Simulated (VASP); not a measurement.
Here is a VASP 6.6.1 calculation.

File INCAR:

```
ALGO = Normal ; EDIFF = 1E-6
ENCUT = 520 ; GGA = PE
ISIF = 2 ; ISMEAR = 0
ISPIN = 2 ; LASPH = T
LCHARG = F ; LORBIT = 11
LREAL = F ; LWAVE = F
MAGMOM = 0 0 0 0 0 1 ; NBANDS = 34
NELM = 150 ; PREC = Accurate
SIGMA = 0.1
```

File KPOINTS:

```
k-points
0
Gamma
  6 6 6
```

POSCAR

```
Zn2Si3N
1.0
    2.5263178600      1.4585702900      3.9865856300
   -2.5263178600      1.4585702900      3.9865856300
    0.0000000000     -2.9171405900      3.9865856300
Zn Si N
2 3 1
Direct
    0.6263859900      0.6263859900      0.6263859900
    0.3736140100      0.3736140100      0.3736140100
    0.0000000000      0.5000000000      0.0000000000
    0.5000000000      0.0000000000      0.0000000000
    0.0000000000      0.0000000000      0.5000000000
    0.0000000000      0.0000000000      0.0000000000
```

Potentials or basis: VASP PAW PBE potentials, release 64 (Zn, Si, N).

The run is started by

```console
$ cat potpaw_PBE.64/Zn/POTCAR potpaw_PBE.64/Si/POTCAR potpaw_PBE.64/N/POTCAR > POTCAR
$ mpirun -np 1 vasp_std > vasp.out
```

(1) What does it give for the pressure?

(2) What does it give for the net moment?

(3) Predict the largest force.

Results:

(1) -4.4 GPa.

(2) 0.00 μB per cell.

(3) 0.063 eV/Å.

Caveat: the stress differs along the axes, from -11 to -1 GPa.
